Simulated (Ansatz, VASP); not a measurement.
**MgMo: VASP beside Ansatz**

```xyz
2
Lattice="1.4355 -0.8288 4.9719 0.0000 1.6575 4.9719 -1.4355 -0.8288 4.9719" Properties=species:S:1:pos:R:3 pbc="T T T"
Mg    0.0000    0.0000    0.0000
Mo    0.0000    0.0000    7.4578
```

Change from the starting cell: volume scaled by 1.06.

Alike in both runs: task single point; functional PBEsol; k mesh 13 × 13 × 13; occupations fermi-dirac, width 0.03 eV; no spin polarisation.

|  | VASP | Ansatz |
| --- | --- | --- |
| version | VASP 6.6.1 | Ansatz 0.2.0 |
| potentials or method | VASP PAW PBE potentials, release 64 (Mg, Mo_sv), cutoff 520 eV | all-electron LAPW, scalar-relativistic |

Ansatz gave:

```
pressure (GPa)                                                : -6.7
traceless stress, the component that is largest in VASP (GPa) : 0.86
```

Task: Which values does VASP return?

Result: Pressure (GPa): -6.6; traceless stress, the component that is largest in VASP (GPa): 0.78.

VASP's potentials were made for PBE, not for PBEsol. Ansatz ran all-electron here, and VASP with PAW potentials.
